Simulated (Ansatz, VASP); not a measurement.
One calculation of Ag, two programs

INCAR

```
ALGO = Normal
EDIFF = 1E-7
ENCUT = 520
GGA = PE
ISIF = 2
ISMEAR = -1
LASPH = T
LCHARG = F
LREAL = F
LWAVE = F
NBANDS = 12
NELM = 80
PREC = Accurate
SIGMA = 0.1
```

File KPOINTS:

```
k-points
0
Gamma
  8 8 8
```

Contents of POSCAR:

```
Ag
1.0
    0.0000000000      2.0734381516      2.0734381516
    2.0734381516      0.0000000000      2.0734381516
    2.0734381516      2.0734381516      0.0000000000
Ag
1
Direct
    0.0000000000      0.0000000000      0.0000000000
```

Input for Ansatz:

```yaml
crystal:
  lattice:
    - [0.0, 2.0734381516, 2.0734381516]
    - [2.0734381516, 0.0, 2.0734381516]
    - [2.0734381516, 2.0734381516, 0.0]
  atoms:
    - { symbol: Ag, position: [0.0, 0.0, 0.0] }
hamiltonian:
  xc: pbe
  pseudopotentials:
    kind: paw
    azcp:
      Ag: "pseudopotentials/Ag.paw.azcp"
basis:
  ecutwfc: 420
  fft_grid_basis: typed
kpoints:
  mp_grid: { grid: [8, 8, 8], shift: [0, 0, 0] }
magnetization:
  spin_polarized: false
scf:
  occupations: { method: fermi_dirac, width: 0.1 }
  lower_state_search: "off"
output:
  stress: true
```

Alike in both runs: task single point; functional PBE; k mesh 8 × 8 × 8; occupations fermi-dirac, width 0.1 eV; no spin polarisation.

|  | VASP | Ansatz |
| --- | --- | --- |
| version | VASP 6.6.1 | Ansatz 0.2.0 |
| potentials or method | VASP PAW PBE potentials, release 64 (Ag), cutoff 520 eV | plane waves (420 eV) with PAW, scalar-relativistic |
| valence electrons in the cell | 11 | 19 |

|  | VASP | Ansatz | Ansatz less VASP |
| --- | --- | --- | --- |
| pressure (GPa) | 0.5 | 0.6 | +0.12 |

VASP's potentials hold 11 valence electrons a cell and Ansatz's 19, so a difference there can come from the potentials and not from the codes.
